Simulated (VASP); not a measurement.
CsBi3:

```
Cs Bi
1.0
     5.12517    0.00000    0.00000
     0.00000    5.12517    0.00000
     0.00000    0.00000    5.12517
Cs Bi
1 3
Direct
  0.00000 0.00000 0.00000
  0.00000 0.50000 0.50000
  0.50000 0.00000 0.50000
  0.50000 0.50000 0.00000
```

```yaml
Program: VASP 6.6.1
Task: relaxation of cell and atoms
Functional: PBE
Potentials_or_basis: VASP PAW PBE potentials, release 64 (Cs_sv, Bi_d)
Cutoff: 600 eV
k_mesh: 10 × 10 × 10
Occupations: gaussian, width 0.1 eV
Spin: no spin polarisation
```

At the start: pressure 2.6 GPa; volume 33.66 Å³/atom.

Question: How do energy, volume and symmetry change on relaxing?

Answer: Over 3 steps the energy falls by 18.6 meV/atom and the volume is 36.10 Å³/atom (+7.3 %); space group Pm-3m (No. 221, to 0.05 Å).

Step by step:
```csv
step,energy change (eV),largest force (eV/Å),pressure (GPa),volume (Å³)
1,0.0000,0.0000,2.58,134.62
2,-0.0740,0.0000,-0.23,145.46
3,-0.0745,0.0000,0.04,144.41
```

Final structure:
```xyz
4
Lattice="5.2465 0.0000 0.0000 0.0000 5.2465 0.0000 0.0000 0.0000 5.2465" Properties=species:S:1:pos:R:3 pbc="T T T"
Cs    0.0000    0.0000    0.0000
Bi    0.0000    2.6232    2.6232
Bi    2.6232    0.0000    2.6232
Bi    2.6232    2.6232    0.0000
```
